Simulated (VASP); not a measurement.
# C (Fd-3m) in VASP: further runs

C is run at these levels: PBEsol; tasks: single point.

Program: VASP 6.6.1. These are calculated values, not measurements. Logs are shortened: lines on timing, memory, paths and dates and some standing lists are left out, and cuts for length are marked.

### Step 1. The cell of the first run

The structure is cubic, space group Fd-3m (No. 227). Conventional cell: a = 3.567 Å, b = 3.567 Å, c = 3.567 Å, α = 90.00°, β = 90.00°, γ = 90.00°. Within 2.1 Å of C (site symmetry -43m) lie 4 C at 1.54 Å.

### Step 2. Single point, PBEsol

INCAR reads:

```
PREC = Accurate ; ENCUT = 520
EDIFF = 1E-6 ; ISMEAR = 0
SIGMA = 0.01 ; LREAL = False
LASPH = True ; NELM = 80
ALGO = Normal ; ISIF = 2
LWAVE = False ; LCHARG = False
GGA = PS ; NBANDS = 11
```

KPOINTS reads:

```
regular mesh
0
Gamma
  9 9 9
```

POSCAR reads:

```
C
1.0
    0.0000000000      1.7833700000      1.7833700000
    1.7833700000      0.0000000000      1.7833700000
    1.7833700000      1.7833700000      0.0000000000
C
2
Direct
    0.0000000000      0.0000000000      0.0000000000
    0.2500000000      0.2500000000      0.2500000000
```

Potentials or basis: VASP PAW PBE potentials, release 64 (C).

Launch:

```bash
$ cat potpaw_PBE.64/C/POTCAR > POTCAR
$ mpirun -np 1 vasp_std > vasp.out
```

OUTCAR:

```text
PREC = Accurate
   ENCUT = 520
   EDIFF = 1E-6
   ISMEAR = 0
   LREAL = False
   LASPH = True
   NELM = 80
   ISIF = 2
   GGA = PS

 ion  position               nearest neighbor table
   1  0.000  0.000  0.000-   2 1.54   2 1.54   2 1.54   2 1.54
   2  0.250  0.250  0.250-   1 1.54   1 1.54   1 1.54   1 1.54

  LATTYP: Found a face centered cubic cell.
 ALAT       =     3.5667400000

  Lattice vectors:

 A1 = (   0.0000000000,   1.7833700000,   1.7833700000)
 A2 = (   1.7833700000,   0.0000000000,   1.7833700000)
 A3 = (   1.7833700000,   1.7833700000,   0.0000000000)

Analysis of symmetry for initial positions (statically):
=====================================================================
 Subroutine PRICEL returns:
 Original cell was already a primitive cell.

 Routine SETGRP: Setting up the symmetry group for a
 face centered cubic supercell.

 Subroutine GETGRP returns: Found 48 space group operations
 (whereof 24 operations were pure point group operations)
 out of a pool of 48 trial point group operations.

The static configuration has the point symmetry T_d .
 The point group associated with its full space group is O_h .

Analysis of symmetry for dynamics (positions and initial velocities):
=====================================================================
 Subroutine PRICEL returns:
 Original cell was already a primitive cell.

 Routine SETGRP: Setting up the symmetry group for a
 face centered cubic supercell.

 Subroutine GETGRP returns: Found 48 space group operations
 (whereof 24 operations were pure point group operations)
 out of a pool of 48 trial point group operations.

The dynamic configuration has the point symmetry T_d .
 The point group associated with its full space group is O_h .

 Subroutine INISYM returns: Found 48 space group operations
 (whereof 24 operations are pure point group operations),
 and found     1 'primitive' translations

----------------------------------------------------------------------------------------

                                     Primitive cell

  volume of cell :      11.3437

  direct lattice vectors                    reciprocal lattice vectors
     0.000000000  1.783370000  1.783370000    -0.280368067  0.280368067  0.280368067
     1.783370000  0.000000000  1.783370000     0.280368067 -0.280368067  0.280368067
     1.783370000  1.783370000  0.000000000     0.280368067  0.280368067 -0.280368067

  length of vectors
     2.522066041  2.522066041  2.522066041     0.485611737  0.485611737  0.485611737

  position of ions in fractional coordinates (direct lattice)
     0.000000000  0.000000000  0.000000000
     0.250000000  0.250000000  0.250000000

  ion indices of the primitive-cell ions
   primitive index   ion index
                 1           1
                 2           2

----------------------------------------------------------------------------------------

 KPOINTS: regular mesh

Automatic generation of k-mesh.
 Grid dimensions read from file:
 generate k-points for:    9    9    9

 Generating k-lattice:

  Cartesian coordinates                     Fractional coordinates (reciprocal lattice)
    -0.031152007  0.031152007  0.031152007     0.111111111  0.000000000  0.000000000
     0.031152007 -0.031152007  0.031152007     0.000000000  0.111111111  0.000000000
     0.031152007  0.031152007 -0.031152007     0.000000000  0.000000000  0.111111111

  Length of vectors
     0.053956860  0.053956860  0.053956860

  Shift w.r.t. Gamma in fractional coordinates (k-lattice)
     0.000000000  0.000000000  0.000000000

 Subroutine IBZKPT returns following result:
 ===========================================

 Found     35 irreducible k-points:

 Following reciprocal coordinates:
            Coordinates               Weight
  0.000000  0.000000  0.000000      1.000000
  0.111111  0.000000  0.000000      8.000000
  0.222222  0.000000  0.000000      8.000000
  0.333333  0.000000  0.000000      8.000000
  0.444444  0.000000  0.000000      8.000000
  0.111111  0.111111  0.000000      6.000000
[... 16 lines left out ...]
 -0.333333  0.333333  0.000000     12.000000
  0.444444  0.444444  0.000000      6.000000
 [... further k-points ...]
   k-points           NKPTS =     35   k-points in BZ     NKDIM =     35   number of bands    NBANDS=     11
   number of dos      NEDOS =    301   number of ions     NIONS =      2
   total plane-waves  NPLWV =   8000
   dimension x,y,z NGX =    20 NGY =   20 NGZ =   20
   dimension x,y,z NGXF=    40 NGYF=   40 NGZF=   40
   ions per type =               2
   NGX,Y,Z   is equivalent  to a cutoff of  13.18, 13.18, 13.18 a.u.
   NGXF,Y,Z  is equivalent  to a cutoff of  26.37, 26.37, 26.37 a.u.
 SYSTEM =  unknown system
   PREC   = accura    normal or accurate (medium, high low for compatibility)
   ISTART =      0    job   : 0-new  1-cont  2-samecut
   ICHARG =      2    charge: 1-file 2-atom 10-const
   ISPIN  =      1    spin polarized calculation?
   LNONCOLLINEAR =      F non collinear calculations
   LSORBIT =      F    spin-orbit coupling
   LASPH  =      T    aspherical Exc in radial PAW
   ENCUT  =  520.0 eV  38.22 Ry    6.18 a.u.   4.69  4.69  4.69*2*pi/ulx,y,z
   NELM   =     80;   NELMIN=  2; NELMDL= -5     # of ELM steps
   EDIFF  = 0.1E-05   stopping-criterion for ELM
   LREAL  =      F    real-space projection
   EDIFFG = 0.1E-04   stopping-criterion for IOM
   NSW    =      0    number of steps for IOM
   IBRION =     -1    ionic relax: 0-MD 1-quasi-New 2-CG
   NFREE  =      0    steps in history (QN), initial steepest desc. (CG)
   ISIF   =      2    stress and relaxation
   ISYM   =      2    0-nonsym 1-usesym 2-fastsym
   POTIM  = 0.5000    time-step for ionic-motion
   TEBEG  =    0.0;   TEEND  =   0.0 temperature during run
   PSTRESS=    0.0 pullay stress
   NELECT =       8.0000    total number of electrons
   NUPDOWN=      -1.0000    fix difference up-down
   EMIN   =  10.00;   EMAX   =-10.00  energy-range for DOS
   EFERMI =   0.00;   METHOD = LEGACY
   ISMEAR =     0;   SIGMA  =   0.01  broadening in eV -4-tet -1-fermi 0-gaus
   EFERMI_NEDOS =   21; number of points for ismear=-14 and -15
   IALGO  =     38    algorithm
   IMIX   =      4    mixing-type and parameters
     AMIX     =   0.40;   BMIX     =  1.00
     AMIX_MAG =   1.60;   BMIX_MAG =  1.00
  volume/ion in A,a.u.               =       5.67        38.28
  Fermi-wavevector in a.u.,A,eV,Ry     =   1.457203  2.753714 28.891161  2.123440
  Thomas-Fermi vector in A             =   2.574032
   LORBIT       =      0    0 simple, 1 ext, 2 COOP (PROOUT), +10 PAW based schemes
   GGA     = PS    functional components
   LHFCALC =     F    Hartree Fock is set to
   AEXX    =    0.0000 exact exchange contribution
   IVDW    =     0    specifies the selected vdW correction
   LEPSILON=     F    determine dielectric tensor
   LRPA    =     F    only Hartree local field effects (RPA)
 non-spin polarized calculation
 Gauss-broadening in eV      SIGMA  =   0.01
  energy-cutoff  :      520.00
  volume of cell :       11.34
 maximum number of plane-waves:       311
   NGX =  9   NGY =  9   NGZ =  9

 number of electron       7.9999999 magnetization

 Free energy of the ion-electron system (eV)
  ---------------------------------------------------
  ext. energy  EPLUGINS =         0.00000000
  ---------------------------------------------------
  free energy    TOTEN  =       -19.24857464 eV

  energy without entropy =      -19.24857464  energy(sigma->0) =      -19.24857464

 E-fermi :   9.8879     XC(G=0): -13.4329

 val. band max:        9.7097537439   @ k =   0.0000   0.0000   0.0000
 cond. band min:      13.7449738477   @ k =   0.3333   0.3333   0.0000
 fundamental gap:      4.0352201037
 Fermi energy:         9.8879205953

 k-point     1 :       0.0000    0.0000    0.0000
  band No.  band energies     occupation
      1     -11.8124      2.00000
      2       9.7098      2.00000
      3       9.7098      2.00000
      4       9.7098      2.00000
      5      15.2488      0.00000
      6      15.2488      0.00000
      7      15.2488      0.00000
      8      23.0784      0.00000
      9      28.6667      0.00000
     10      36.1767      0.00000
     11      36.1767      0.00000

 k-point     2 :       0.1111    0.0000    0.0000
  band No.  band energies     occupation
      1     -11.4698      2.00000
      2       7.7006      2.00000
      3       9.1694      2.00000
      4       9.1694      2.00000
      5      15.9577      0.00000
      6      15.9577      0.00000
      7      16.3527      0.00000
      8      23.3521      0.00000
      9      29.2121      0.00000
     10      33.2969      0.00000
     11      33.2969      0.00000

 k-point     3 :       0.2222    0.0000    0.0000
  band No.  band energies     occupation
      1     -10.4496      2.00000
      2       4.0408      2.00000
      3       8.1841      2.00000
      4       8.1841      2.00000
      5      17.1995      0.00000
      6      17.1995      0.00000
      7      17.6122      0.00000
      8      24.0763      0.00000
      9      30.0192      0.00000
     10      31.9216      0.00000
     11      31.9216      0.00000

 k-point     4 :       0.3333    0.0000    0.0000
  band No.  band energies     occupation
      1      -8.7846      2.00000
      2       0.2964      2.00000
      3       7.3792      2.00000
      4       7.3792      2.00000
      5      17.9264      0.00000
      6      17.9264      0.00000
      7      18.2597      0.00000
      8      24.8326      0.00000
      9      30.3907      0.00000
     10      32.7660      0.00000
     11      32.7660      0.00000

 k-point     5 :       0.4444    0.0000    0.0000
  band No.  band energies     occupation
      1      -6.6511      2.00000
      2      -2.9441      2.00000
      3       6.9525      2.00000
      4       6.9525      2.00000
      5      18.0875      0.00000
      6      18.0875      0.00000
      7      18.5191      0.00000
      8      25.1687      0.00000
      9      31.1292      0.00000
     10      33.9395      0.00000
     11      34.9521      0.00000
[... 211 lines left out ...]
 k-point    21 :       0.4444    0.3333    0.0000
  band No.  band energies     occupation
      1      -6.1716      2.00000
      2       0.5180      2.00000
      3       2.9821      2.00000
      4       3.9974      2.00000
      5      14.4448      0.00000
      6      16.9492      0.00000
      7      24.5861      0.00000
      8      24.7194      0.00000
      9      31.5999      0.00000
     10      32.5863      0.00000
     11      40.3620      0.00000

 k-point    22 :      -0.4444    0.3333    0.0000
  band No.  band energies     occupation
      1      -4.1679      2.00000
      2      -1.4603      2.00000
      3       1.0788      2.00000
      4       4.2219      2.00000
      5      15.1241      0.00000
      6      19.5062      0.00000
      7      24.1272      0.00000
      8      24.9380      0.00000
      9      29.3451      0.00000
     10      33.5812      0.00000
     11      36.6052      0.00000

 k-point    23 :      -0.3333    0.3333    0.0000
  band No.  band energies     occupation
      1      -4.3404      2.00000
      2      -1.2378      2.00000
      3       0.2392      2.00000
      4       4.9954      2.00000
      5      15.9170      0.00000
      6      22.5933      0.00000
      7      23.1894      0.00000
      8      24.6736      0.00000
      9      26.4448      0.00000
     10      33.2426      0.00000
     11      34.3643      0.00000

 k-point    24 :       0.4444    0.4444    0.0000
  band No.  band energies     occupation
      1      -4.7923      2.00000
      2      -1.2322      2.00000
      3       3.4834      2.00000
      4       3.4834      2.00000
      5      13.9031      0.00000
      6      14.9851      0.00000
      7      26.1253      0.00000
      8      26.1253      0.00000
      9      32.3238      0.00000
     10      33.0402      0.00000
     11      42.2877      0.00000

 [... further k-points ...]
[... 5 lines left out ...]
  --------------------------------------------------------------------------------------
  -------------------------------------------------------------------------------------
  Total       -0.2659416     -0.2659416     -0.2659416      0.0000000      0.0000000      0.0000000
  in kB      -37.5614624    -37.5614624    -37.5614624      0.0000000      0.0000000      0.0000000
  external PRESSURE =     -37.5614624 kB  Pullay stress =       0.0000000 kB

 VOLUME and BASIS-vectors are now :
 -----------------------------------------------------------------------------
  energy-cutoff  :      520.00
  volume of cell :       11.34
      direct lattice vectors                 reciprocal lattice vectors
     0.000000000  1.783370000  1.783370000    -0.280368067  0.280368067  0.280368067
     1.783370000  0.000000000  1.783370000     0.280368067 -0.280368067  0.280368067
     1.783370000  1.783370000  0.000000000     0.280368067  0.280368067 -0.280368067

 POSITION                                       TOTAL-FORCE (eV/Angst)
 -----------------------------------------------------------------------------------
      0.00000      0.00000      0.00000        -0.000000     -0.000000     -0.000000
      0.89168      0.89168      0.89168         0.000000      0.000000      0.000000
 -----------------------------------------------------------------------------------
    total drift:                                0.000000      0.000000      0.000000

  FREE ENERGIE OF THE ION-ELECTRON SYSTEM (eV)
  ---------------------------------------------------
  free  energy   TOTEN  =       -19.2485746415 eV

  energy  without entropy=      -19.2485746415  energy(sigma->0) =      -19.24857464
```

Wall time 3 s (1 thread of Intel Xeon 6975P-C (Granite Rapids), shared host); peak memory 0.11 GiB.

What came out:

- Free energy: -19.2486 eV
- Pressure: -3.8 GPa
- Band gap on the k mesh: 4.04 eV, indirect (least direct gap 5.54 eV)

Levels at points of the mesh, in eV from the valence-band top:
```
           k point  band 2  band 3  band 4  band 5  band 6  band 7
(0.00, 0.00, 0.00)    0.00    0.00    0.00    5.54    5.54    5.54
```

Caveat: the PAW data sets were made with another functional, which shifts forces and pressure a little. A k mesh can miss the band edges.

### Step 3. Single point, PBEsol

This run uses another cell than the first one, of 5.79 Å³/atom, 1.020 times its volume.

INCAR reads:

```
SYSTEM = C
  PREC = Accurate
  ENCUT = 520
  EDIFF = 1E-6
  ISMEAR = 0
  SIGMA = 0.01
  LREAL = .False.
  LASPH = .True.
  NELM = 80
  ALGO = Normal
  ISIF = 2
  LWAVE = .False.
  LCHARG = .False.
  GGA = PS
  NBANDS = 11
```

KPOINTS reads:

```
regular mesh
0
Gamma
  9 9 9
  0 0 0
```

POSCAR reads:

```
C
1.0
    0.0000000000      1.7951807415      1.7951807415
    1.7951807415      0.0000000000      1.7951807415
    1.7951807415      1.7951807415      0.0000000000
C
2
Direct
    0.0000000000      0.0000000000      0.0000000000
    0.2500000000      0.2500000000      0.2500000000
```

Potentials or basis: VASP PAW PBE potentials, release 64 (C).

Launch:

```bash
$ cat potpaw_PBE.64/C/POTCAR > POTCAR
$ mpirun -np 1 vasp_std > vasp.out
```

It took 2.9 s on 1 thread of Intel Xeon 6975P-C (Granite Rapids), shared host; peak memory 0.12 GiB.

Results (log left out):

| Property | Result |
| --- | --- |
| Free energy | -19.2376 eV |
| Pressure | -12.1 GPa |
| Band gap on the k mesh | 3.99 eV, indirect (least direct gap 5.48 eV) |

Levels at points of the mesh, in eV from the valence-band top:
```csv
k point,band 1,band 2,band 3,band 4,band 5,band 6,band 7,band 8,band 9
"(0.00, 0.00, 0.00)",-21.26,0.00,0.00,0.00,5.48,5.48,5.48,12.92,18.70
```

Caveat: the PAW data sets were made with another functional, which shifts forces and pressure a little. A k mesh can miss the band edges.

### Step 4. Single point, PBEsol

This run uses another cell than the first one, of 5.90 Å³/atom, 1.040 times its volume.

INCAR reads:

```
ALGO = Normal
EDIFF = 1E-6
ENCUT = 520
GGA = PS
ISIF = 2
ISMEAR = 0
LASPH = T
LCHARG = T
LELF = T
LREAL = F
LVHAR = T
LWAVE = F
NBANDS = 11
NELM = 80
PREC = Accurate
SIGMA = 0.01
```

KPOINTS reads:

```
k-points
0
Gamma
  9 9 9
```

POSCAR reads:

```
C
1.0
    0.0000000000      1.8068380860      1.8068380860
    1.8068380860      0.0000000000      1.8068380860
    1.8068380860      1.8068380860      0.0000000000
C
2
Direct
    0.0000000000      0.0000000000      0.0000000000
    0.2500000000      0.2500000000      0.2500000000
```

Launch:

```bash
$ cat potpaw_PBE.64/C/POTCAR > POTCAR
$ mpirun -np 1 vasp_std > vasp.out
```

Run time: 2.9 s. Hardware: 1 thread of Intel Xeon 6975P-C (Granite Rapids), shared host; peak memory 0.11 GiB.

The run converged. Its results:

| Property | Result |
| --- | --- |
| Free energy | -19.2153 eV |
| Pressure | -19.7 GPa |
| Band gap on the k mesh | 3.95 eV, indirect (least direct gap 5.43 eV) |

Levels at points of the mesh, in eV from the valence-band top:
```csv
k point,band 1,band 2,band 3,band 4,band 5,band 6,band 7,band 8,band 9
"(0.00, 0.00, 0.00)",-21.00,0.00,0.00,0.00,5.43,5.43,5.43,12.49,18.46
```

Caveat: the PAW data sets were made with another functional, which shifts forces and pressure a little. A k mesh can miss the band edges.

### Step 5. Single point, PBEsol

This run uses another cell than the first one, of 6.01 Å³/atom, 1.060 times its volume.

INCAR reads:

```
PREC     = Accurate       # precision mode
ENCUT    = 520            # plane-wave cutoff, eV
EDIFF    = 1E-6           # SCF threshold, eV
ISMEAR   = 0              # smearing method
SIGMA    = 0.01           # smearing width, eV
LREAL    = False          # projectors in reciprocal space
LASPH    = True           # aspherical terms in the spheres
NELM     = 80             # most SCF steps
ALGO     = Normal         # electronic algorithm
ISIF     = 2              # what is computed and relaxed
LWAVE    = False          # write WAVECAR
LCHARG   = False          # write CHGCAR
GGA      = PS             # functional
NBANDS   = 11             # bands
```

KPOINTS reads:

```
regular mesh
0
Gamma
  9 9 9
```

POSCAR reads:

```
C
1.0
    0.0000000000      1.8183469191      1.8183469191
    1.8183469191      0.0000000000      1.8183469191
    1.8183469191      1.8183469191      0.0000000000
C
2
Direct
    0.0000000000      0.0000000000      0.0000000000
    0.2500000000      0.2500000000      0.2500000000
```

Launch:

```bash
$ cat potpaw_PBE.64/C/POTCAR > POTCAR
$ mpirun -np 1 vasp_std > vasp.out
```

Run time: 2.5 s. Hardware: 1 thread of Intel Xeon 6975P-C (Granite Rapids), shared host; peak memory 0.11 GiB.

Results (log left out):

| Property | Result |
| --- | --- |
| Free energy | -19.1827 eV |
| Pressure | -26.6 GPa |
| Band gap on the k mesh | 3.90 eV, indirect (least direct gap 5.38 eV) |

Levels at points of the mesh, in eV from the valence-band top:
```
           k point  band 1  band 2  band 3  band 4  band 5  band 6  band 7  band 8  band 9
(0.00, 0.00, 0.00)  -20.75    0.00    0.00    0.00    5.38    5.38    5.38   12.07   18.22
```

Caveat: the PAW data sets were made with another functional, which shifts forces and pressure a little.

### Step 6. Overview

```tsv
cell	gap on the mesh (eV)	pressure (GPa)
a = 2.522 Å, angles 60.0°, 2 atoms	4.04	-3.8
a = 2.539 Å, angles 60.0°, 2 atoms	3.99	-12.1
a = 2.555 Å, angles 60.0°, 2 atoms	3.95	-19.7
a = 2.572 Å, angles 60.0°, 2 atoms	3.90	-26.6
```

Alike in all rows: task single point; level PBEsol; potentials or basis VASP PAW PBE potentials, release 64 (C); no spin polarisation; k mesh 9 × 9 × 9; cutoff (eV) 520; smearing gaussian 0.01 eV.

Caveats: the PAW data sets were made with another functional, which shifts forces and pressure a little.

Absolute energies hang on the potentials; compare differences alone.
